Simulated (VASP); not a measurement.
Write the native input for VASP 6.6.1 that does the following.

```yaml
Task: single point
Functional: PBE
Potentials_or_basis: VASP PAW PBE potentials, release 64 (Gd, O)
Cutoff: 520 eV
k_mesh: 9 × 9 × 9
Occupations: fermi-dirac, width 0.05 eV
Spin: collinear spin, ferromagnetic start
Starting_moments: "[7.0, 0.0] μB"
Dipole_correction: no
Further_INCAR_settings: ALGO = Normal; EDIFF = 1e-06; NBANDS = 23
```

The structure of GdO lies in POSCAR:

```
GdO
1.0
    0.0000000000      2.6635090403      2.6635090403
    2.6635090403      0.0000000000      2.6635090403
    2.6635090403      2.6635090403      0.0000000000
Gd O
1 1
Direct
    0.0000000000      0.0000000000      0.0000000000
    0.7500000000      0.7500000000      0.7500000000
```

This cell differs from its parent crystal: volume scaled by 0.96.

These files were run (other wordings do the same):

INCAR

```
PREC = Accurate
ENCUT = 520
EDIFF = 1E-6
ISMEAR = -1
SIGMA = 0.05
LREAL = F
LASPH = T
NELM = 150
ALGO = Normal
ISIF = 2
LWAVE = F
LCHARG = T
ISPIN = 2
MAGMOM = 7 0
LORBIT = 11
LMAXMIX = 6
GGA = PE
LELF = T
LVHAR = T
NBANDS = 23
```

KPOINTS

```
Automatic mesh
0
Gamma
  9 9 9
```

Potentials or basis: VASP PAW PBE potentials, release 64 (Gd, O).

The run is started by

```sh
$ cat potpaw_PBE.64/Gd/POTCAR potpaw_PBE.64/O/POTCAR > POTCAR
$ mpirun -np 1 vasp_std > vasp.out
```

It gave:

| Property | Result |
| --- | --- |
| Pressure | 3.6 GPa |
| Net moment | 7.57 μB per cell |
| Site moments | Gd +6.88; O -0.02 μB |
| Valence electrons inside the program's atomic spheres | Gd 15.24; O 5.01 |

Caveat: a cell with one magnetic atom can't hold antiferromagnetic order, which such compounds often take.

Run time: 62 s on 1 thread of Intel(R) Xeon(R) Platinum 8488C (Sapphire Rapids), on a shared host, peak memory 0.21 GiB.
